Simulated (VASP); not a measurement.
The system is V.

```
V
1.0
    -1.51365    1.51365    1.51365
     1.51365   -1.51365    1.51365
     1.51365    1.51365   -1.51365
V
1
Direct
  0.00000 0.00000 0.00000
```

Base run:

- Program: VASP 6.6.1
- Functional: PBE
- Potentials or basis: VASP PAW PBE potentials, release 64 (V_sv)
- Cutoff: 500 eV
- k mesh: 11 × 11 × 11
- Occupations: fermi-dirac, width 0.05 eV
- Spin: collinear spin, ferromagnetic start
- Starting moments: [2.0] μB

Its results: pressure -4.9 GPa; net moment 0.00 μB per cell.

Question: The run is repeated on the same cell with these changes: occupations from fermi-dirac, width 0.05 eV to fermi-dirac, width 0.003 eV. What comes out?

Answer: Pressure -5.4 GPa; net moment 0.00 μB per cell.

Caveats: the cell stands under tension; the moments typed at the start vanished in this run.
